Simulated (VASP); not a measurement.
# Si (a cell with a defect) in VASP: relaxation of the atoms with PBEsol

Aim: the relaxation of the atoms of Si (a cell with a defect) with PBEsol.

Program: VASP 6.6.1. These are calculated values, not measurements. Logs are shortened: lines on timing, memory, paths and dates and some standing lists are left out, and cuts for length are marked.

### Step 1. The cell of the first run

The cell holds a defect, 17 atoms: a = 7.679 Å, b = 7.679 Å, c = 7.679 Å, α = 60.00°, β = 60.00°, γ = 60.00°.

### Step 2. Relaxation of the atoms, PBEsol

The input, INCAR:

```
SYSTEM = Si
ALGO = Normal
EDIFF = 1E-7
EDIFFG = -0.08
ENCUT = 520
GGA = PS
IBRION = 2
ISIF = 2
ISMEAR = -1
LASPH = .TRUE.
LCHARG = .FALSE.
LREAL = Auto
LWAVE = .FALSE.
NELM = 60
NSW = 45
PREC = Accurate
SIGMA = 0.02
```

The input, KPOINTS:

```
k-points
0
G
  2 2 2
  0 0 0
```

The input, POSCAR:

```
Si
1.0
    0.0000000000      5.4300000000      5.4300000000
    5.4300000000      0.0000000000      5.4300000000
    5.4300000000      5.4300000000      0.0000000000
Si
17
Direct
    0.0000000000      0.0000000000      0.0000000000
    0.1250000000      0.1250000000      0.1250000000
    0.0000000000      0.0000000000      0.5000000000
    0.1250000000      0.1250000000      0.6250000000
    0.0000000000      0.5000000000      0.0000000000
    0.1250000000      0.6250000000      0.1250000000
    0.0000000000      0.5000000000      0.5000000000
    0.1250000000      0.6250000000      0.6250000000
    0.5000000000      0.0000000000      0.0000000000
    0.6250000000      0.1250000000      0.1250000000
    0.5000000000      0.0000000000      0.5000000000
    0.6250000000      0.1250000000      0.6250000000
    0.5000000000      0.5000000000      0.0000000000
    0.6250000000      0.6250000000      0.1250000000
    0.5000000000      0.5000000000      0.5000000000
    0.6250000000      0.6250000000      0.6250000000
    0.3705365000      0.3761355000      0.3700734000
```

Potentials or basis: VASP PAW PBE potentials, release 64 (Si).

Launch:

```bash
cat potpaw_PBE.64/Si/POTCAR > POTCAR
mpirun -np 1 vasp_std > vasp.out
```

OUTCAR:

```text
SYSTEM = Si
   EDIFF = 1E-7
   EDIFFG = -0.08
   ENCUT = 520
   GGA = PS
   IBRION = 2
   ISIF = 2
   ISMEAR = -1
   LASPH = .TRUE.
   LREAL = Auto
   NELM = 60
   NSW = 45
   PREC = Accurate

 ion  position               nearest neighbor table
   1  0.000  0.000  0.000-   2 2.35   4 2.35   6 2.35  10 2.35
   2  0.125  0.125  0.125-   1 2.35   3 2.35   5 2.35   9 2.35
   3  0.000  0.000  0.500-   2 2.35   4 2.35   8 2.35  12 2.35
   4  0.125  0.125  0.625-   1 2.35   3 2.35   7 2.35  11 2.35  17 2.70
   5  0.000  0.500  0.000-   2 2.35   6 2.35   8 2.35  14 2.35
   6  0.125  0.625  0.125-   1 2.35   5 2.35   7 2.35  13 2.35  17 2.66
   7  0.000  0.500  0.500-  17 2.32   6 2.35   8 2.35  16 2.35   4 2.35
   8  0.125  0.625  0.625-   3 2.35   5 2.35   7 2.35  15 2.35  17 2.74
   9  0.500  0.000  0.000-   2 2.35  10 2.35  12 2.35  14 2.35
  10  0.625  0.125  0.125-   1 2.35   9 2.35  11 2.35  13 2.35  17 2.69
  11  0.500  0.000  0.500-   4 2.35  10 2.35  12 2.35  16 2.35  17 2.36
  12  0.625  0.125  0.625-   3 2.35   9 2.35  11 2.35  15 2.35  17 2.77
  13  0.500  0.500  0.000-  17 2.32  10 2.35  14 2.35  16 2.35   6 2.35
  14  0.625  0.625  0.125-   5 2.35   9 2.35  13 2.35  15 2.35  17 2.73
  15  0.500  0.500  0.500-   8 2.35  12 2.35  14 2.35  16 2.35  17 2.40
  16  0.625  0.625  0.625-   7 2.35  11 2.35  13 2.35  15 2.35
  17  0.371  0.376  0.370-  13 2.32   7 2.32  11 2.36  15 2.40   6 2.66  10 2.69   4 2.70  14 2.73
                             8 2.74  12 2.77

  LATTYP: Found a face centered cubic cell.
 ALAT       =    10.8600000000

  Lattice vectors:

 A1 = (   0.0000000000,   5.4300000000,   5.4300000000)
 A2 = (   5.4300000000,   0.0000000000,   5.4300000000)
 A3 = (   5.4300000000,   5.4300000000,   0.0000000000)

Analysis of symmetry for initial positions (statically):
=====================================================================
 Subroutine PRICEL returns:
 Original cell was already a primitive cell.

 Routine SETGRP: Setting up the symmetry group for a
 face centered cubic supercell.

 Subroutine GETGRP returns: Found  1 space group operations
 (whereof  1 operations were pure point group operations)
 out of a pool of 48 trial point group operations.

The static configuration has the point symmetry C_1 .

Analysis of symmetry for dynamics (positions and initial velocities):
=====================================================================
 Subroutine PRICEL returns:
 Original cell was already a primitive cell.

 Routine SETGRP: Setting up the symmetry group for a
 face centered cubic supercell.

 Subroutine GETGRP returns: Found  1 space group operations
 (whereof  1 operations were pure point group operations)
 out of a pool of 48 trial point group operations.

The dynamic configuration has the point symmetry C_1 .

[... 105 lines left out ...]
   ISPIN  =      1    spin polarized calculation?
   LNONCOLLINEAR =      F non collinear calculations
   LSORBIT =      F    spin-orbit coupling
   LASPH  =      T    aspherical Exc in radial PAW
   ENCUT  =  520.0 eV  38.22 Ry    6.18 a.u.  14.28 14.28 14.28*2*pi/ulx,y,z
   NELM   =     60;   NELMIN=  2; NELMDL= -5     # of ELM steps
   EDIFF  = 0.1E-06   stopping-criterion for ELM
   LREAL  =      T    real-space projection
   EDIFFG = -.8E-01   stopping-criterion for IOM
   NSW    =     45    number of steps for IOM
   IBRION =      2    ionic relax: 0-MD 1-quasi-New 2-CG
   NFREE  =      1    steps in history (QN), initial steepest desc. (CG)
   ISIF   =      2    stress and relaxation
   ISYM   =      2    0-nonsym 1-usesym 2-fastsym
   POTIM  = 0.5000    time-step for ionic-motion
   TEBEG  =    0.0;   TEEND  =   0.0 temperature during run
   PSTRESS=    0.0 pullay stress
   NELECT =      68.0000    total number of electrons
   NUPDOWN=      -1.0000    fix difference up-down
   EMIN   =  10.00;   EMAX   =-10.00  energy-range for DOS
   EFERMI =   0.00;   METHOD = LEGACY
   ISMEAR =    -1;   SIGMA  =   0.02  broadening in eV -4-tet -1-fermi 0-gaus
   EFERMI_NEDOS =   21; number of points for ismear=-14 and -15
   IALGO  =     38    algorithm
   IMIX   =      4    mixing-type and parameters
     AMIX     =   0.40;   BMIX     =  1.00
     AMIX_MAG =   1.60;   BMIX_MAG =  1.00
  volume/ion in A,a.u.               =      18.84       127.11
  Fermi-wavevector in a.u.,A,eV,Ry     =   0.976715  1.845724 12.979587  0.953973
  Thomas-Fermi vector in A             =   2.107356
   LORBIT       =      0    0 simple, 1 ext, 2 COOP (PROOUT), +10 PAW based schemes
   GGA     = PS    functional components
   LHFCALC =     F    Hartree Fock is set to
   AEXX    =    0.0000 exact exchange contribution
   IVDW    =     0    specifies the selected vdW correction
   LEPSILON=     F    determine dielectric tensor
   LRPA    =     F    only Hartree local field effects (RPA)
 conjugate gradient relaxation of ions
 non-spin polarized calculation
  energy-cutoff  :      520.00
  volume of cell :      320.21
 maximum number of plane-waves:      8646
 NGX is ok and might be reduce to    60
   NGX = 29   NGY = 29   NGZ = 29

--------------------------------------- Ionic step        1  -------------------------------------------

 number of electron      68.0000003 magnetization

 Free energy of the ion-electron system (eV)
  ---------------------------------------------------
  ext. energy  EPLUGINS =         0.00000000
  ---------------------------------------------------
  free energy    TOTEN  =       -93.79691940 eV

  energy without entropy =      -93.78731599  energy(sigma->0) =      -93.79211770

------------------------ aborting loop because EDIFF is reached ----------------------------------------

  FORCE on cell =-STRESS in cart. coord.  units (eV):
  Direction    XX          YY          ZZ          XY          YZ          ZX
  --------------------------------------------------------------------------------------
  -------------------------------------------------------------------------------------
  Total        7.9726725      7.9960249      7.9717144     -0.2133029     -0.2471534     -0.6392596
  in kB       39.8919274     40.0087734     39.8871338     -1.0672785     -1.2366526     -3.1985886
  external PRESSURE =      39.9292782 kB  Pullay stress =       0.0000000 kB
[... 242 lines left out ...]
--------------------------------------- Ionic step        6  -------------------------------------------

 number of electron      68.0000000 magnetization

 Free energy of the ion-electron system (eV)
  ---------------------------------------------------
  ext. energy  EPLUGINS =         0.00000000
  ---------------------------------------------------
  free energy    TOTEN  =       -93.92794555 eV

  energy without entropy =      -93.91610055  energy(sigma->0) =      -93.92202305

 E-fermi :   6.7923     XC(G=0):  -9.8063

 val. band max:        6.5671520867   @ k =   0.0000   0.0000   0.0000
 cond. band min:       6.8117981471   @ k =   0.5000   0.5000   0.0000
 fundamental gap:      0.2446460605
 Fermi energy:         6.7922536369

 k-point     1 :       0.0000    0.0000    0.0000
  band No.  band energies     occupation
      1      -6.3882      2.00000
      2      -3.8292      2.00000
      3      -3.6839      2.00000
      4      -3.6820      2.00000
      5      -3.6795      2.00000
      6      -2.8787      2.00000
[... 401 lines left out ...]
  FREE ENERGIE OF THE ION-ELECTRON SYSTEM (eV)
  ---------------------------------------------------
  free  energy   TOTEN  =       -93.9279455520 eV

  energy  without entropy=      -93.9161005464  energy(sigma->0) =      -93.92202305

 reached required accuracy - stopping structural energy minimisation
```

CONTCAR:

```text
Si
   1.00000000000000
     0.0000000000000000    5.4299999999999997    5.4299999999999997
     5.4299999999999997    0.0000000000000000    5.4299999999999997
     5.4299999999999997    5.4299999999999997    0.0000000000000000
  Si
    17
Direct
     0.0005419438859765    0.0006998357921226    0.0005278488131214
     0.1250557832462160    0.1249918341489620    0.1250628638074881
     0.0003358881617132    0.0004689652608201    0.4985155169579585
     0.1218991550260651    0.1220343956077276    0.6279866990987871
     0.0004169985176355    0.4983931384495688    0.0004043407425340
     0.1218939745345734    0.6280899347167945    0.1218813207828844
[... 9 lines left out ...]
     0.6239026365063998    0.6252842754229289    0.6237811902805326
     0.3733893911277087    0.3753514830375160    0.3732264101983185

  0.00000000E+00  0.00000000E+00  0.00000000E+00
  0.00000000E+00  0.00000000E+00  0.00000000E+00
  0.00000000E+00  0.00000000E+00  0.00000000E+00
  0.00000000E+00  0.00000000E+00  0.00000000E+00
  0.00000000E+00  0.00000000E+00  0.00000000E+00
  0.00000000E+00  0.00000000E+00  0.00000000E+00
[... 9 lines left out ...]
  0.00000000E+00  0.00000000E+00  0.00000000E+00
  0.00000000E+00  0.00000000E+00  0.00000000E+00
```

It took 8 min on 1 thread of Intel Xeon Platinum 8488C (Sapphire Rapids), shared host; peak memory 0.53 GiB.

Results:

```
Free energy                  : -93.9279 eV
Energy gained by relaxing    : 7.7 meV/atom
Ionic steps                  : 6
Pressure after relaxing      : 3.5 GPa
Largest force after relaxing : 0.039 eV/Å
Band gap on the k mesh       : zero (bands 34 and 35 overlap by 0.25 eV)
```

Forces in eV/Å, atoms in the order of the input:
```
Si  -0.006 -0.001 -0.006
Si   0.000  0.000  0.000
Si   0.001  0.004  0.006
Si   0.005 -0.003  0.003
Si   0.006  0.006  0.005
Si   0.000  0.004  0.001
Si  -0.008 -0.009 -0.002
Si   0.000 -0.009 -0.010
Si   0.006  0.004  0.001
Si   0.003 -0.003  0.006
Si  -0.003 -0.013 -0.003
Si  -0.006  0.001 -0.006
Si  -0.003 -0.010 -0.007
Si  -0.011 -0.010  0.000
Si  -0.004 -0.009 -0.003
Si   0.005  0.014  0.004
Si   0.014  0.034  0.013
```

The path:
```tsv
step	energy change (eV)	largest force (eV/Å)	pressure (GPa)
1	0.0000	1.0536	3.99
2	-0.1259	0.1522	3.51
3	-0.1268	0.1609	3.47
4	-0.1301	0.0810	3.47
5	-0.1303	0.0877	3.47
6	-0.1310	0.0391	3.48
```

Final structure:
```
Si
1.0
     0.00000    5.43000    5.43000
     5.43000    0.00000    5.43000
     5.43000    5.43000    0.00000
Si
17
Direct
  0.00054 0.00070 0.00053
  0.12506 0.12499 0.12506
  0.00034 0.00047 0.49852
  0.12190 0.12203 0.62799
  0.00042 0.49839 0.00040
  0.12189 0.62809 0.12188
  0.99240 0.50255 0.50268
  0.12195 0.62795 0.62790
  0.49850 0.00047 0.00033
  0.62799 0.12203 0.12189
  0.50219 0.99365 0.50220
  0.62785 0.12209 0.62785
  0.50272 0.50259 0.99230
  0.62791 0.62795 0.12194
  0.50158 0.50153 0.50159
  0.62390 0.62528 0.62378
  0.37339 0.37535 0.37323
```

Caveat: the k points lie up to 0.50 Å⁻¹ apart; the PAW data sets were made with another functional, which shifts forces and pressure a little; the relaxation stopped at a loose force limit of 0.08 eV/Å, so its end isn't a converged minimum.

The gap in the log of VASP goes by the Fermi energy; the results here count the filled bands.